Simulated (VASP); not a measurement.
A run of VASP 6.6.1:

INCAR

```
ALGO     = Fast           # electronic algorithm
EDIFF    = 1E-6           # SCF threshold, eV
ENCUT    = 520            # plane-wave cutoff, eV
ISIF     = 2              # what is computed and relaxed
ISMEAR   = 0              # smearing method
LASPH    = True           # aspherical terms in the spheres
LCHARG   = False          # write CHGCAR
LREAL    = False          # projectors in reciprocal space
LWAVE    = False          # write WAVECAR
NBANDS   = 8              # bands
NELM     = 80             # most SCF steps
PREC     = Accurate       # precision mode
SIGMA    = 0.15           # smearing width, eV
```

KPOINTS

```
k-points
0
Gamma
  22 22 22
```

POSCAR

```
Al
1.0
    0.0000000000      2.1366492832      1.8161518907
    2.1366492832      0.0000000000      1.8161518907
    2.1366492832      2.1366492832      0.0000000000
Al
1
Direct
    0.0000000000      0.0000000000      0.0000000000
```

Potentials or basis: VASP PAW LDA potentials, release 64 (Al).

The run is started by

```console
$ cat potpaw_LDA.64/Al/POTCAR > POTCAR
$ mpirun -np 1 vasp_std > vasp.out
```

Hardware: 1 thread of Intel Xeon 8259CL, on a shared host.

Question: Estimate the wall time of this run.

Answer: Run time: 87 s on 1 thread of Intel Xeon 8259CL (shared host), peak memory 0.2 GiB. Counts: scf iterations 10, k points 834.
